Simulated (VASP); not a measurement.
# RbCl (Fm-3m) in VASP: a series of runs

Aim: see how the results for RbCl move with the level of theory and the settings. Levels: revPBE, PBE. Tasks: single point.

Program: VASP 6.6.1. These are calculated values, not measurements. Logs are shortened: lines on timing, memory, paths and dates and some standing lists are left out, and cuts for length are marked.

## Step 1: The cell of the first run

Symmetry: Fm-3m, No. 225, cubic system. Conventional cell: a = 6.617 Å, b = 6.617 Å, c = 6.617 Å, α = 90.00°, β = 90.00°, γ = 90.00°. Within 4.4 Å of Rb (site symmetry m-3m) lie 6 Cl at 3.31 Å. Cl (site symmetry m-3m) has 6 Rb at 3.31 Å within 4.4 Å.

## Step 2: Single point, revPBE, non-collinear spin, zero start, spin-orbit coupling

The input, INCAR:

```
SYSTEM = RbCl
PREC = Accurate
ENCUT = 500
EDIFF = 1E-6
ISMEAR = 0
SIGMA = 0.1
LREAL = .False.
LASPH = .True.
NELM = 200
ALGO = Normal
ISIF = 2
LWAVE = .False.
LCHARG = .False.
LNONCOLLINEAR = .True.
MAGMOM = 0 0 0 0 0 0
LORBIT = 11
LSORBIT = .True.
GGA_COMPAT = .False.
LORBMOM = .True.
GGA = RE
ISYM = -1
NBANDS = 28
```

The input, KPOINTS:

```
regular mesh
0
Gamma
  1 1 2
  0 0 0
```

The input, POSCAR:

```
RbCl
1.0
    0.0000000000      3.3087073290      3.3087073290
    3.3087073290      0.0000000000      3.3087073290
    3.3087073290      3.3087073290      0.0000000000
Rb Cl
1 1
Direct
    0.0000000000      0.0000000000      0.0000000000
    0.5000000000      0.5000000000      0.5000000000
```

Potentials or basis: VASP PAW PBE potentials, release 64 (Rb_sv, Cl).

On the command line:

```console
cat potpaw_PBE.64/Rb_sv/POTCAR potpaw_PBE.64/Cl/POTCAR > POTCAR
mpirun -np 1 vasp_ncl > vasp.out
```

OUTCAR:

```text
SYSTEM = RbCl
   PREC = Accurate
   ENCUT = 500
   EDIFF = 1E-6
   ISMEAR = 0
   LREAL = .False.
   LASPH = .True.
   NELM = 200
   ISIF = 2
   LNONCOLLINEAR = .True.
   LORBIT = 11
   LSORBIT = .True.
   GGA = RE
   ISYM = -1

 ion  position               nearest neighbor table
   1  0.000  0.000  0.000-   2 3.31   2 3.31   2 3.31   2 3.31   2 3.31   2 3.31
   2  0.500  0.500  0.500-   1 3.31   1 3.31   1 3.31   1 3.31   1 3.31   1 3.31

IMPORTANT INFORMATION: All symmetrisations will be switched off!
NOSYMM: (Re-)initialisation of all symmetry stuff for point group C_1.

----------------------------------------------------------------------------------------

                                     Primitive cell

  volume of cell :      72.4444

  direct lattice vectors                    reciprocal lattice vectors
     0.000000000  3.308707329  3.308707329    -0.151116418  0.151116418  0.151116418
     3.308707329  0.000000000  3.308707329     0.151116418 -0.151116418  0.151116418
     3.308707329  3.308707329  0.000000000     0.151116418  0.151116418 -0.151116418

  length of vectors
     4.679218779  4.679218779  4.679218779     0.261741314  0.261741314  0.261741314

  position of ions in fractional coordinates (direct lattice)
     0.000000000  0.000000000  0.000000000
     0.500000000  0.500000000  0.500000000

  ion indices of the primitive-cell ions
   primitive index   ion index
                 1           1
                 2           2

----------------------------------------------------------------------------------------

 KPOINTS: regular mesh

Automatic generation of k-mesh.
 Grid dimensions read from file:
 generate k-points for:    1    1    2

 Generating k-lattice:

  Cartesian coordinates                     Fractional coordinates (reciprocal lattice)
    -0.151116418  0.151116418  0.151116418     1.000000000  0.000000000  0.000000000
     0.151116418 -0.151116418  0.151116418     0.000000000  1.000000000  0.000000000
     0.075558209  0.075558209 -0.075558209     0.000000000  0.000000000  0.500000000

  Length of vectors
     0.261741314  0.261741314  0.130870657

  Shift w.r.t. Gamma in fractional coordinates (k-lattice)
     0.000000000  0.000000000  0.000000000

 -----------------------------------------------------------------------------
|                                                                             |
|           W    W    AA    RRRRR   N    N  II  N    N   GGGG   !!!           |
|           W    W   A  A   R    R  NN   N  II  NN   N  G    G  !!!           |
|           W    W  A    A  R    R  N N  N  II  N N  N  G       !!!           |
|           W WW W  AAAAAA  RRRRR   N  N N  II  N  N N  G  GGG   !            |
|           WW  WW  A    A  R   R   N   NN  II  N   NN  G    G                |
|           W    W  A    A  R    R  N    N  II  N    N   GGGG   !!!           |
|                                                                             |
|     Your reciprocal lattice and k-lattice belong to different lattice       |
|     classes:                                                                |
|                                                                             |
|        The reciprocal lattice is body-centered cubic,                       |
|        whereas your k-lattice is rhombohedral (trigonal).                   |
|                                                                             |
|     Results are often still useful ...                                      |
|                                                                             |
 -----------------------------------------------------------------------------

 Subroutine IBZKPT returns following result:
 ===========================================

 Found      2 irreducible k-points:

 Following reciprocal coordinates:
            Coordinates               Weight
  0.000000  0.000000  0.000000      1.000000
  0.000000  0.000000  0.500000      1.000000
   k-points           NKPTS =      2   k-points in BZ     NKDIM =      2   number of bands    NBANDS=     28
   number of dos      NEDOS =    301   number of ions     NIONS =      2
   total plane-waves  NPLWV =  46656
   dimension x,y,z NGX =    36 NGY =   36 NGZ =   36
   dimension x,y,z NGXF=    72 NGYF=   72 NGZF=   72
   ions per type =               1   1
   NGX,Y,Z   is equivalent  to a cutoff of  12.79, 12.79, 12.79 a.u.
   NGXF,Y,Z  is equivalent  to a cutoff of  25.58, 25.58, 25.58 a.u.
 SYSTEM =  RbCl
   PREC   = accura    normal or accurate (medium, high low for compatibility)
   ISTART =      0    job   : 0-new  1-cont  2-samecut
   ICHARG =      2    charge: 1-file 2-atom 10-const
   ISPIN  =      1    spin polarized calculation?
   LNONCOLLINEAR =      T non collinear calculations
   LSORBIT =      T    spin-orbit coupling
   LASPH  =      T    aspherical Exc in radial PAW
   ENCUT  =  500.0 eV  36.75 Ry    6.06 a.u.   8.53  8.53  8.53*2*pi/ulx,y,z
   NELM   =    200;   NELMIN=  2; NELMDL= -5     # of ELM steps
   EDIFF  = 0.1E-05   stopping-criterion for ELM
   LREAL  =      F    real-space projection
   EDIFFG = 0.1E-04   stopping-criterion for IOM
   NSW    =      0    number of steps for IOM
   IBRION =     -1    ionic relax: 0-MD 1-quasi-New 2-CG
   NFREE  =      0    steps in history (QN), initial steepest desc. (CG)
   ISIF   =      2    stress and relaxation
   ISYM   =     -1    0-nonsym 1-usesym 2-fastsym
   POTIM  = 0.5000    time-step for ionic-motion
   TEBEG  =    0.0;   TEEND  =   0.0 temperature during run
   PSTRESS=    0.0 pullay stress
   NELECT =      16.0000    total number of electrons
   NUPDOWN=      -1.0000    fix difference up-down
   EMIN   =  10.00;   EMAX   =-10.00  energy-range for DOS
   EFERMI =   0.00;   METHOD = LEGACY
   ISMEAR =     0;   SIGMA  =   0.10  broadening in eV -4-tet -1-fermi 0-gaus
   EFERMI_NEDOS =   21; number of points for ismear=-14 and -15
   IALGO  =     38    algorithm
   IMIX   =      4    mixing-type and parameters
     AMIX     =   0.40;   BMIX     =  1.00
     AMIX_MAG =   1.60;   BMIX_MAG =  1.00
  volume/ion in A,a.u.               =      36.22       244.44
  Fermi-wavevector in a.u.,A,eV,Ry     =   0.989570  1.870016 13.323486  0.979249
  Thomas-Fermi vector in A             =   2.121178
   LORBIT       =     11    0 simple, 1 ext, 2 COOP (PROOUT), +10 PAW based schemes
   GGA     = RE    functional components
   LHFCALC =     F    Hartree Fock is set to
   AEXX    =    0.0000 exact exchange contribution
   IVDW    =     0    specifies the selected vdW correction
   LEPSILON=     F    determine dielectric tensor
   LRPA    =     F    only Hartree local field effects (RPA)
 Gauss-broadening in eV      SIGMA  =   0.10
  energy-cutoff  :      500.00
  volume of cell :       72.44
 maximum number of plane-waves:      3700
 NGX is ok and might be reduce to    36
   NGX = 17   NGY = 17   NGZ = 17

 number of electron      16.0000000 magnetization       0.0000000      0.0000000      0.0000000

 number of electron      16.0000002 magnetization      -0.0000000      0.0000000     -0.0000000

 number of electron      16.0000002 magnetization       0.0000000      0.0000000     -0.0000000

 Free energy of the ion-electron system (eV)
  ---------------------------------------------------
  ext. energy  EPLUGINS =         0.00000000
  ---------------------------------------------------
  free energy    TOTEN  =        -5.68043064 eV

  energy without entropy =       -5.68043064  energy(sigma->0) =       -5.68043064

 E-fermi :  -0.9413     XC(G=0):  -6.9124

 val. band max:       -1.4956486217   @ k =   0.0000   0.0000   0.0000
 cond. band min:       3.5007788309   @ k =   0.0000   0.0000   0.0000
 fundamental gap:      4.9964274526
 Fermi energy:        -0.9413316161

 k-point     1 :       0.0000    0.0000    0.0000
  band No.  band energies     occupation
      1     -25.8705      1.00000
      2     -25.8705      1.00000
      3     -13.4776      1.00000
      4     -13.4776      1.00000
      5     -10.5015      1.00000
      6     -10.5015      1.00000
      7      -9.6516      1.00000
      8      -9.6516      1.00000
      9      -9.6211      1.00000
     10      -9.6211      1.00000
     11      -1.6347      1.00000
     12      -1.6347      1.00000
     13      -1.5113      1.00000
     14      -1.5113      1.00000
     15      -1.4956      1.00000
     16      -1.4956      1.00000
     17       3.5008      0.00000
     18       3.5008      0.00000
     19       6.3544      0.00000
     20       6.3544      0.00000
     21       6.3769      0.00000
     22       6.3769      0.00000
     23       6.3883      0.00000
     24       6.3883      0.00000
     25       7.2718      0.00000
     26       7.2718      0.00000
     27       7.2725      0.00000
     28       7.2725      0.00000

 k-point     2 :       0.0000    0.0000    0.5000
  band No.  band energies     occupation
      1     -25.8567      1.00000
      2     -25.8567      1.00000
      3     -13.5486      1.00000
      4     -13.5486      1.00000
      5     -10.4844      1.00000
      6     -10.4844      1.00000
      7      -9.6326      1.00000
      8      -9.6326      1.00000
      9      -9.6325      1.00000
     10      -9.6325      1.00000
     11      -2.4054      1.00000
     12      -2.4054      1.00000
     13      -1.8998      1.00000
     14      -1.8998      1.00000
     15      -1.8331      1.00000
     16      -1.8331      1.00000
     17       6.2627      0.00000
     18       6.2627      0.00000
     19       6.4015      0.00000
     20       6.4015      0.00000
     21       8.4201      0.00000
     22       8.4201      0.00000
     23       8.4401      0.00000
     24       8.4401      0.00000
     25       9.7706      0.00000
     26       9.7706      0.00000
     27       9.8329      0.00000
     28       9.8329      0.00000

------------------------ aborting loop because EDIFF is reached ----------------------------------------

  FORCE on cell =-STRESS in cart. coord.  units (eV):
  Direction    XX          YY          ZZ          XY          YZ          ZX
  --------------------------------------------------------------------------------------
  -------------------------------------------------------------------------------------
  Total        1.7357276      1.7357270      1.7357270     -1.4082676      1.4082657      1.4082651
  in kB       38.3872582     38.3872452     38.3872455    -31.1451711     31.1451283     31.1451145
  external PRESSURE =      38.3872497 kB  Pullay stress =       0.0000000 kB

 VOLUME and BASIS-vectors are now :
 -----------------------------------------------------------------------------
  energy-cutoff  :      500.00
  volume of cell :       72.44
      direct lattice vectors                 reciprocal lattice vectors
     0.000000000  3.308707329  3.308707329    -0.151116418  0.151116418  0.151116418
     3.308707329  0.000000000  3.308707329     0.151116418 -0.151116418  0.151116418
     3.308707329  3.308707329  0.000000000     0.151116418  0.151116418 -0.151116418

 POSITION                                       TOTAL-FORCE (eV/Angst)
 -----------------------------------------------------------------------------------
      0.00000      0.00000      0.00000         0.000001      0.000001     -0.000001
      3.30871      3.30871      3.30871        -0.000001     -0.000001      0.000001
 -----------------------------------------------------------------------------------
    total drift:                               -0.000005      0.000001     -0.000002

  FREE ENERGIE OF THE ION-ELECTRON SYSTEM (eV)
  ---------------------------------------------------
  free  energy   TOTEN  =        -5.6804306409 eV

  energy  without entropy=       -5.6804306409  energy(sigma->0) =       -5.68043064

 orbital moment (x)

 # of ion     p       d       tot
 ----------------------------------------
  1        -0.000  -0.000  -0.000
  2        -0.000   0.000  -0.000
 ----------------------------------------
           -0.000  -0.000  -0.000

 orbital moment (y)

 # of ion     p       d       tot
 ----------------------------------------
  1        -0.000  -0.000  -0.000
  2        -0.000   0.000  -0.000
 ----------------------------------------
           -0.000  -0.000  -0.000

 orbital moment (z)

 # of ion     p       d       tot
 ----------------------------------------
  1         0.000  -0.000   0.000
  2         0.000   0.000   0.000
 ----------------------------------------
            0.000  -0.000   0.000

 Spin-Orbit-Coupling matrix elements

 Ion:    1  E_soc:     -0.0510588
 l=   1
     0.0000000    -0.0085065    -0.0085065
    -0.0085065     0.0000000    -0.0085065
    -0.0085065    -0.0085065     0.0000000
 l=   2
     0.0000000     0.0000001     0.0000000     0.0000001    -0.0000034
     0.0000001     0.0000000    -0.0000026     0.0000001    -0.0000009
     0.0000000    -0.0000026     0.0000000    -0.0000026     0.0000000
     0.0000001     0.0000001    -0.0000026     0.0000000    -0.0000009
    -0.0000034    -0.0000009     0.0000000    -0.0000009     0.0000000
 l=   3
     0.0000000     0.0000000     0.0000000     0.0000000     0.0000000     0.0000000     0.0000000
     0.0000000     0.0000000     0.0000000     0.0000000     0.0000000     0.0000000     0.0000000
     0.0000000     0.0000000     0.0000000     0.0000000     0.0000000     0.0000000     0.0000000
     0.0000000     0.0000000     0.0000000     0.0000000     0.0000000     0.0000000     0.0000000
     0.0000000     0.0000000     0.0000000     0.0000000     0.0000000     0.0000000     0.0000000
     0.0000000     0.0000000     0.0000000     0.0000000     0.0000000     0.0000000     0.0000000
     0.0000000     0.0000000     0.0000000     0.0000000     0.0000000     0.0000000     0.0000000

 Ion:    2  E_soc:     -0.0026168
 l=   1
     0.0000000    -0.0004361    -0.0004361
    -0.0004361     0.0000000    -0.0004361
    -0.0004361    -0.0004361     0.0000000
 l=   2
     0.0000000     0.0000000     0.0000000     0.0000000     0.0000000
     0.0000000     0.0000000     0.0000000     0.0000000     0.0000000
     0.0000000     0.0000000     0.0000000     0.0000000     0.0000000
     0.0000000     0.0000000     0.0000000     0.0000000     0.0000000
     0.0000000     0.0000000     0.0000000     0.0000000     0.0000000
 l=   3
     0.0000000     0.0000000     0.0000000     0.0000000     0.0000000     0.0000000     0.0000000
     0.0000000     0.0000000     0.0000000     0.0000000     0.0000000     0.0000000     0.0000000
     0.0000000     0.0000000     0.0000000     0.0000000     0.0000000     0.0000000     0.0000000
     0.0000000     0.0000000     0.0000000     0.0000000     0.0000000     0.0000000     0.0000000
     0.0000000     0.0000000     0.0000000     0.0000000     0.0000000     0.0000000     0.0000000
     0.0000000     0.0000000     0.0000000     0.0000000     0.0000000     0.0000000     0.0000000
     0.0000000     0.0000000     0.0000000     0.0000000     0.0000000     0.0000000     0.0000000

 total charge

# of ion       s       p       d       tot
------------------------------------------
    1        1.941   5.357   0.023   7.320
    2        1.580   3.641   0.000   5.221
--------------------------------------------------
tot          3.521   8.998   0.023  12.541

 magnetization (x)

# of ion       s       p       d       tot
------------------------------------------
    1       -0.000  -0.000   0.000  -0.000
    2        0.000   0.000   0.000   0.000
--------------------------------------------------
tot         -0.000  -0.000   0.000  -0.000

 magnetization (y)

# of ion       s       p       d       tot
------------------------------------------
    1       -0.000  -0.000   0.000  -0.000
    2        0.000   0.000   0.000   0.000
--------------------------------------------------
tot         -0.000  -0.000   0.000  -0.000

 magnetization (z)

# of ion       s       p       d       tot
------------------------------------------
    1       -0.000   0.000   0.000  -0.000
    2        0.000   0.000   0.000   0.000
--------------------------------------------------
tot          0.000   0.000   0.000   0.000
```

Wall time 15 s (1 thread of Intel Xeon 6975P-C (Granite Rapids), shared host); peak memory 0.37 GiB.

Results:

| Property | Result |
| --- | --- |
| Free energy | -5.6804 eV |
| Pressure | 3.8 GPa |
| Net moment | 0.00 μB per cell |
| Valence electrons inside the program's atomic spheres | Rb 7.32; Cl 5.22 |

Moments on the atoms (μB; x, y, z):
```
Rb  0.00 0.00 0.00
Cl  0.00 0.00 0.00
```

Caveat: the k points lie up to 1.57 Å⁻¹ apart; the PAW data sets were made with another functional, which shifts forces and pressure a little.

(Part 1 of 2 ends here.)
